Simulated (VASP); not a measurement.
Wanted: the native input for a VASP 6.6.1 run.

```
Task                   : single point
Functional             : r2SCAN
Potentials or basis    : VASP PAW PBE potentials, release 64 (Si, C)
Cutoff                 : 520 eV
k mesh                 : 12 × 12 × 4
Occupations            : gaussian, width 0.01 eV
Spin                   : no spin polarisation
Dipole correction      : no
Further INCAR settings : ALGO = Normal; EDIFF = 1e-07; NBANDS = 16
```

The system is SiC.

```xyz
4
Lattice="3.0554 0.0000 0.0000 -1.5277 2.6460 0.0000 0.0000 0.0000 5.0141" Properties=species:S:1:pos:R:3 pbc="T T T"
Si    0.0000    1.7640    0.0000
Si    1.5277    0.8820    2.5071
C     0.0000    1.7640    1.9304
C     1.5277    0.8820    4.4375
```

These files were run (other wordings do the same):

POSCAR

```
SiC
1.0
    3.0553550827      0.0000000000      0.0000000000
   -1.5276775413      2.6460110049      0.0000000000
    0.0000000000      0.0000000000      5.0141197845
Si C
2 2
Direct
    0.3333333333      0.6666666667      0.0000000000
    0.6666666667      0.3333333333      0.5000000000
    0.3333333333      0.6666666667      0.3850000000
    0.6666666667      0.3333333333      0.8850000000
```

INCAR.step1

```
SYSTEM = SiC
ALGO = Normal
EDIFF = 1E-4
ENCUT = 520
GGA = PE
ISMEAR = 0
LASPH = .TRUE.
LCHARG = .FALSE.
LREAL = .FALSE.
LWAVE = .TRUE.
NBANDS = 16
NELM = 60
PREC = Accurate
SIGMA = 0.01
```

INCAR.step2

```
SYSTEM = SiC
ALGO = Normal
EDIFF = 1E-7
ENCUT = 520
ISIF = 2
ISMEAR = 0
ISTART = 1
LASPH = .TRUE.
LCHARG = .FALSE.
LMIXTAU = .TRUE.
LREAL = .FALSE.
LWAVE = .FALSE.
METAGGA = R2SCAN
NBANDS = 16
NELM = 60
PREC = Accurate
SIGMA = 0.01
```

KPOINTS

```
k-points
0
G
  12 12 4
  0 0 0
```

Potentials or basis: VASP PAW PBE potentials, release 64 (Si, C).

Run with:

```sh
$ cat potpaw_PBE.64/Si/POTCAR potpaw_PBE.64/C/POTCAR > POTCAR
$ cp INCAR.step1 INCAR
$ mpirun -np 1 vasp_std > vasp.out
$ cp INCAR.step2 INCAR
$ mpirun -np 1 vasp_std > vasp.out
```

Results of the run:

The pressure is 4.8 GPa and the largest force is 0.803 eV/Å. The band gap on the k mesh is 2.67 eV (least direct gap 4.64 eV).

Caveat: the cell stands under pressure; the PAW data sets were made with another functional, which shifts forces and pressure a little.

Run time: 3.2 min on 1 thread of Intel Xeon 8259CL, on a shared host, peak memory 0.18 GiB.
